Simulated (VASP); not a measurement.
Input of a VASP 6.6.1 run:

File INCAR:

```
SYSTEM = NbAs
PREC = Accurate
ENCUT = 520
EDIFF = 1E-6
ISMEAR = 0
SIGMA = 0.05
LREAL = .False.
LASPH = .True.
NELM = 60
ALGO = Normal
ISIF = 2
LWAVE = .False.
LCHARG = .False.
GGA = PS
NBANDS = 16
```

File KPOINTS:

```
regular mesh
0
Gamma
  10 10 10
  0 0 0
```

The input POSCAR:

```
NbAs
1.0
    0.0000000000      2.6051860634      2.6051860634
    2.6051860634      0.0000000000      2.6051860634
    2.6051860634      2.6051860634      0.0000000000
Nb As
1 1
Direct
    0.5000000000      0.5000000000      0.5000000000
    0.0000000000      0.0000000000      0.0000000000
```

Potentials or basis: VASP PAW PBE potentials, release 64 (Nb_sv, As).

The run is started by

```sh
$ cat potpaw_PBE.64/Nb_sv/POTCAR potpaw_PBE.64/As/POTCAR > POTCAR
$ mpirun -np 1 vasp_std > vasp.out
```

**Question.** Predict the pressure.

**Answer.** 0.2 GPa.

**Question.** What does it give for the band gap on the k mesh?

**Answer.** Zero (band 9 reaches 10.66 eV, above the bottom of band 10 at 8.72 eV).

Caveat: the PAW data sets were made with another functional, which shifts forces and pressure a little.
